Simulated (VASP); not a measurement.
# Cd2HgSe3 in VASP: a series of runs, part 2 of 2

VASP 6.6.1. Earlier steps stand in the parts before.

**3. Single point, PBE**

This run uses another cell than the first one: it holds 12 atoms, not 6.

INCAR reads:

```
SYSTEM = Cd2HgSe3
PREC = Accurate
ENCUT = 520
EDIFF = 1E-7
ISMEAR = 0
SIGMA = 0.2
LREAL = .False.
LASPH = .True.
NELM = 80
ALGO = Normal
ISIF = 2
LWAVE = .False.
LCHARG = .False.
GGA = PE
NBANDS = 66
```

KPOINTS reads:

```
Automatic mesh
0
Gamma
  6 6 1
  0 0 0
```

POSCAR reads:

```
Cd2HgSe3
1.0
    4.3989726949      0.0000000289      0.0000000000
   -2.1994863725      3.8096220899      0.0000000000
    0.0000000000      0.0000000000     21.5151480000
Cd Hg Se
4 2 6
Direct
    0.0000000000      0.0000000000      0.0007390000
    0.0000000000      0.0000000000      0.5007390000
    0.6666666667      0.3333333333      0.1665145000
    0.6666666667      0.3333333333      0.6665145000
    0.3333333333      0.6666666667      0.3330670000
    0.3333333333      0.6666666667      0.8330670000
    0.6666666667      0.3333333333      0.0415595000
    0.6666666667      0.3333333333      0.5415595000
    0.3333333333      0.6666666667      0.2072230000
    0.3333333333      0.6666666667      0.7072230000
    0.0000000000      0.0000000000      0.3758965000
    0.0000000000      0.0000000000      0.8758965000
```

Potentials or basis: VASP PAW PBE potentials, release 64 (Cd, Hg, Se).

On the command line:

```bash
> cat potpaw_PBE.64/Cd/POTCAR potpaw_PBE.64/Hg/POTCAR potpaw_PBE.64/Se/POTCAR > POTCAR
> mpirun -np 1 vasp_std > vasp.out
```

OUTCAR:

```text
SYSTEM = Cd2HgSe3
   PREC = Accurate
   ENCUT = 520
   EDIFF = 1E-7
   ISMEAR = 0
   LREAL = .False.
   LASPH = .True.
   NELM = 80
   ISIF = 2
   GGA = PE

 ion  position               nearest neighbor table
   1  0.000  0.000  0.001-  12 2.69   7 2.69   7 2.69   7 2.69
   2  0.000  0.000  0.501-  11 2.69   8 2.69   8 2.69   8 2.69
   3  0.667  0.333  0.167-   9 2.69   9 2.69   9 2.69   7 2.69
   4  0.667  0.333  0.667-  10 2.69  10 2.69  10 2.69   8 2.69
   5  0.333  0.667  0.333-  11 2.70  11 2.70  11 2.70   9 2.71
   6  0.333  0.667  0.833-  12 2.70  12 2.70  12 2.70  10 2.71
   7  0.667  0.333  0.042-   1 2.69   1 2.69   1 2.69   3 2.69
   8  0.667  0.333  0.542-   2 2.69   2 2.69   2 2.69   4 2.69
   9  0.333  0.667  0.207-   3 2.69   3 2.69   3 2.69   5 2.71
  10  0.333  0.667  0.707-   4 2.69   4 2.69   4 2.69   6 2.71
  11  0.000  0.000  0.376-   2 2.69   5 2.70   5 2.70   5 2.70
  12  0.000  0.000  0.876-   1 2.69   6 2.70   6 2.70   6 2.70
[... 7 lines left out ...]
 A1 = (   4.3989726949,   0.0000000289,   0.0000000000)
 A2 = (  -2.1994863725,   3.8096220899,   0.0000000000)
 A3 = (   0.0000000000,   0.0000000000,  21.5151480000)

Analysis of symmetry for initial positions (statically):
[... 677 lines left out ...]

  FORCE on cell =-STRESS in cart. coord.  units (eV):
  Direction    XX          YY          ZZ          XY          YZ          ZX
  --------------------------------------------------------------------------------------
  -------------------------------------------------------------------------------------
  Total        0.6081129      0.6081129      0.5459610     -0.0000000      0.0000000     -0.0000000
  in kB        2.7021990      2.7021990      2.4260218     -0.0000000      0.0000000     -0.0000000
  external PRESSURE =       2.6101399 kB  Pullay stress =       0.0000000 kB

 VOLUME and BASIS-vectors are now :
 -----------------------------------------------------------------------------
  energy-cutoff  :      520.00
  volume of cell :      360.56
      direct lattice vectors                 reciprocal lattice vectors
     4.398972695  0.000000029  0.000000000     0.227325802  0.131246615  0.000000000
    -2.199486373  3.809622090  0.000000000    -0.000000002  0.262493227  0.000000000
     0.000000000  0.000000000 21.515148000     0.000000000  0.000000000  0.046478881

 POSITION                                       TOTAL-FORCE (eV/Angst)
 -----------------------------------------------------------------------------------
      0.00000      0.00000      0.01590        -0.000000     -0.000000      0.003646
      0.00000      0.00000     10.77347        -0.000000     -0.000000      0.003646
      2.19949      1.26987      3.58258        -0.000000     -0.000000     -0.002326
      2.19949      1.26987     14.34016         0.000000     -0.000000     -0.002326
     -0.00000      2.53975      7.16599         0.000000     -0.000000     -0.005491
     -0.00000      2.53975     17.92356         0.000000     -0.000000     -0.005491
      2.19949      1.26987      0.89416         0.000000      0.000000     -0.000871
      2.19949      1.26987     11.65173         0.000000      0.000000     -0.000871
     -0.00000      2.53975      4.45843        -0.000000      0.000000      0.004097
     -0.00000      2.53975     15.21601        -0.000000      0.000000      0.004097
      0.00000      0.00000      8.08747        -0.000000     -0.000000      0.000945
      0.00000      0.00000     18.84504        -0.000000     -0.000000      0.000945
 -----------------------------------------------------------------------------------
    total drift:                                0.000001      0.000000      0.003294

  FREE ENERGIE OF THE ION-ELECTRON SYSTEM (eV)
  ---------------------------------------------------
  free  energy   TOTEN  =       -30.1300206764 eV

  energy  without entropy=      -30.1170883408  energy(sigma->0) =      -30.12355451
```

Run time: 2.6 min. Hardware: 1 thread of Intel Xeon 6975P-C (Granite Rapids), shared host; peak memory 0.56 GiB.

Results:

```yaml
Free_energy: -30.1300 eV
Pressure: 0.3 GPa
Largest_force: 0.005 eV/Å
Band_gap_on_the_k_mesh: zero (filled and empty bands touch)
```

Forces on the atoms (eV/Å):
```
Cd   0.000  0.000  0.004
Cd   0.000  0.000  0.004
Cd   0.000  0.000 -0.002
Cd   0.000  0.000 -0.002
Hg   0.000  0.000 -0.005
Hg   0.000  0.000 -0.005
Se   0.000  0.000 -0.001
Se   0.000  0.000 -0.001
Se   0.000  0.000  0.004
Se   0.000  0.000  0.004
Se   0.000  0.000  0.001
Se   0.000  0.000  0.001
```

Caveat: semilocal functionals underestimate gaps, so a narrow gap can read as zero; spin-orbit coupling is left out, which moves the levels of the heavy elements.

**4. Single point, PBE**

INCAR reads:

```
PREC = Accurate ; ENCUT = 520
EDIFF = 1E-6 ; ISMEAR = 0
SIGMA = 0.1 ; LREAL = False
LASPH = True ; NELM = 60
ALGO = Normal ; ISIF = 2
LWAVE = False ; LCHARG = True
GGA = PE ; LELF = True
LVHAR = True ; NBANDS = 36
```

KPOINTS reads:

```
regular mesh
0
Gamma
  12 12 4
```

POSCAR reads:

```
Cd2HgSe3
1.0
    4.3989726949      0.0000000289      0.0000000000
   -2.1994863725      3.8096220899      0.0000000000
    0.0000000000      0.0000000000     10.7575740000
Cd Hg Se
2 1 3
Direct
    0.0000000000      0.0000000000      0.0014780000
    0.6666666667      0.3333333333      0.3330290000
    0.3333333333      0.6666666667      0.6661340000
    0.6666666667      0.3333333333      0.0831190000
    0.3333333333      0.6666666667      0.4144460000
    0.0000000000      0.0000000000      0.7517930000
```

On the command line:

```bash
> cat potpaw_PBE.64/Cd/POTCAR potpaw_PBE.64/Hg/POTCAR potpaw_PBE.64/Se/POTCAR > POTCAR
> mpirun -np 1 vasp_std > vasp.out
```

Run time: 4.2 min. Hardware: 1 thread of Intel Xeon 6975P-C (Granite Rapids), shared host; peak memory 0.59 GiB.

It converged, with:

```
Free energy            : -15.0743 eV
Pressure               : 0.2 GPa
Band gap on the k mesh : zero (filled and empty bands touch)
```

Levels at points of the mesh, in eV from the Fermi level:
| k point | band 24 | band 25 | band 26 | band 27 | band 28 | band 29 | band 30 | band 31 |
| --- | --- | --- | --- | --- | --- | --- | --- | --- |
| (0.00, 0.00, 0.00) | -0.65 | -0.21 | -0.12 | -0.07 | -0.07 | 1.63 | 2.00 | 5.67 |
| (0.50, 0.00, 0.00) | -1.72 | -1.53 | -1.23 | -1.05 | 2.37 | 2.96 | 3.09 | 3.36 |
| (0.00, 0.00, 0.50) | -0.47 | -0.47 | -0.16 | -0.16 | 0.96 | 1.50 | 1.90 | 5.32 |
| (0.50, 0.00, 0.50) | -1.73 | -1.62 | -0.84 | -0.84 | 1.69 | 3.21 | 3.31 | 4.01 |

Caveat: semilocal functionals underestimate gaps, so a narrow gap can read as zero; spin-orbit coupling is left out, which moves the levels of the heavy elements.

**5. Single point, PBE**

This run uses another cell than the first one: it holds 12 atoms, not 6.

INCAR reads:

```
PREC = Accurate
ENCUT = 520
EDIFF = 1E-6
ISMEAR = 0
SIGMA = 0.2
LREAL = False
LASPH = True
NELM = 60
ALGO = Normal
ISIF = 2
LWAVE = False
LCHARG = False
GGA = PE
NBANDS = 66
```

KPOINTS reads:

```
regular mesh
0
Gamma
  6 6 1
```

POSCAR reads:

```
Cd2HgSe3
1.0
    4.3978813667      0.0023549913     -0.0021033929
   -2.1968875148      3.8146250399      0.0046233199
   -0.0097482405      0.0189723765     21.5058990059
Cd Hg Se
4 2 6
Direct
    0.0017741781      0.0000334056      0.0007848946
   -0.0012106721      0.0008922971      0.5007894475
    0.6666174814      0.3334446380      0.1665298876
    0.6677422119      0.3347443651      0.6665272388
    0.3308067978      0.6612585662      0.3330940554
    0.3341318878      0.6689474473      0.8330814167
    0.6682555868      0.3334544216      0.0415246804
    0.6655718857      0.3342710887      0.5415080404
    0.3331927996      0.6667450687      0.2072401138
    0.3343579026      0.6682144195      0.7072027585
   -0.0021325981     -0.0041426739      0.3758648761
    0.0008925382      0.0021369560      0.8758515901
```

On the command line:

```bash
> cat potpaw_PBE.64/Cd/POTCAR potpaw_PBE.64/Hg/POTCAR potpaw_PBE.64/Se/POTCAR > POTCAR
> mpirun -np 1 vasp_std > vasp.out
```

Wall time 5.3 min (1 thread of Intel Xeon 6975P-C (Granite Rapids), shared host); peak memory 0.71 GiB.

It converged, with:

| Item | Value |
| --- | --- |
| Free energy | -30.1303 eV |
| Pressure | 0.2 GPa |
| Largest force | 0.006 eV/Å |

Forces on the atoms (eV/Å):
```
Cd  -0.002 -0.001  0.001
Cd   0.003 -0.002  0.000
Cd   0.001 -0.001  0.002
Cd  -0.001 -0.001 -0.001
Hg   0.000  0.006  0.000
Hg   0.002 -0.002 -0.002
Se  -0.002  0.002 -0.001
Se   0.001 -0.001  0.001
Se   0.001 -0.001 -0.005
Se  -0.001  0.000 -0.001
Se  -0.001  0.002  0.003
Se   0.000  0.000  0.003
```

Levels at points of the mesh, in eV from the Fermi level:
```
           k point  band 51  band 52  band 53  band 54  band 55  band 56  band 57  band 58
(0.00, 0.00, 0.00)    -0.19    -0.19    -0.14    -0.10    -0.09     0.93     1.48     1.60
(0.50, 0.00, 0.00)    -1.25    -1.08    -0.87    -0.86     1.67     2.34     2.94     3.07
(0.00, 0.50, 0.00)    -1.25    -1.07    -0.87    -0.86     1.67     2.35     2.94     3.07
(0.50, 0.50, 0.00)    -1.26    -1.08    -0.87    -0.86     1.66     2.34     2.93     3.06
```

Caveat: spin-orbit coupling is left out, which moves the levels of the heavy elements.

**6. Summary**

| cell | k mesh | smearing | gap on the mesh (eV) | pressure (GPa) | largest force (eV/Å) |
| --- | --- | --- | --- | --- | --- |
| a = 4.399, b = 4.399, c = 10.758 Å, angles 90.0, 90.0, 120.0°, 6 atoms, atomic positions A | 6 × 6 × 2 | gaussian 0.1 eV | none | 0.3 | 0.01 |
| a = 4.399, b = 4.399, c = 21.515 Å, angles 90.0, 90.0, 120.0°, 12 atoms, atomic positions B | 6 × 6 × 1 | gaussian 0.2 eV | none | 0.3 | 0.01 |
| a = 4.399, b = 4.399, c = 10.758 Å, angles 90.0, 90.0, 120.0°, 6 atoms, atomic positions A | 12 × 12 × 4 | gaussian 0.1 eV | none | 0.2 | - |
| a = 4.398, b = 4.402, c = 21.506 Å, angles 89.9, 90.1, 119.9°, 12 atoms, atomic positions C | 6 × 6 × 1 | gaussian 0.2 eV | - | 0.2 | 0.01 |

Alike in all rows: task single point; level PBE; potentials or basis VASP PAW PBE potentials, release 64 (Cd, Hg, Se); no spin polarisation; cutoff (eV) 520.

Caveats: spin-orbit coupling is left out, which moves the levels of the heavy elements; semilocal functionals underestimate gaps, so a narrow gap can read as zero (at least some runs).

Absolute energies hang on the potentials; compare differences alone.
